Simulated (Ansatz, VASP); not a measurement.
## One calculation of Yb, two programs

```
CELL_PARAMETERS angstrom
3.52912 0.00000 0.00000
0.00000 3.52912 0.00000
0.00000 0.00000 3.52912
ATOMIC_POSITIONS crystal
Yb 0.00000 0.00000 0.00000
```

Alike in both runs: task single point; functional revPBE; k mesh 10 × 10 × 10; occupations fermi-dirac, width 0.1 eV; no spin polarisation.

|  | VASP | Ansatz |
| --- | --- | --- |
| version | VASP 6.6.1 | Ansatz 0.2.0 |
| potentials or method | VASP PAW PBE potentials, release 64 (Yb), cutoff 520 eV | plane waves (420 eV) with PAW, scalar-relativistic |
| valence electrons in the cell | 24 | 24 |

|  | VASP | Ansatz | Ansatz less VASP |
| --- | --- | --- | --- |
| pressure (GPa) | 0.1 | -0.4 | -0.53 |

VASP's potentials were made for PBE, not for revPBE. The functional is the same, so the differences come from potentials, cutoffs and numerics.

Neither program's run includes spin-orbit coupling.
